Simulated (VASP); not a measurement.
HW4S8 (a cell with a defect), 13 atoms in the cell. The cell holds a defect, 13 atoms: a = 6.375 Å, b = 6.375 Å, c = 8.332 Å, α = 67.50°, β = 67.50°, γ = 60.00°. 

```yaml
Program: VASP 6.6.1
Task: single point
Functional: PBE
Potentials_or_basis: VASP PAW PBE potentials, release 64 (W_sv, S, H)
Cutoff: 520 eV
k_mesh: 3 × 3 × 3
Occupations: gaussian, width 0.02 eV
Spin: no spin polarisation
Dipole_correction: no
Charge: 1
Further_INCAR_settings: ALGO = Normal; EDIFF = 1e-06; NBANDS = 64; NELECT = 104.0
```

Potentials or basis: VASP PAW PBE potentials, release 64 (W_sv, S, H).

Launch:

```bash
$ cat potpaw_PBE.64/W_sv/POTCAR potpaw_PBE.64/S/POTCAR potpaw_PBE.64/H/POTCAR > POTCAR
$ mpirun -np 1 vasp_std > vasp.out
```

Hardware: 1 thread of Intel Xeon 8259CL, on a shared host.

Q: Estimate the wall time of this run.

A: Wall time 5.8 min on 1 thread of Intel Xeon 8259CL (shared host), peak memory 0.48 GiB. Counts: scf iterations 16, k points 14.
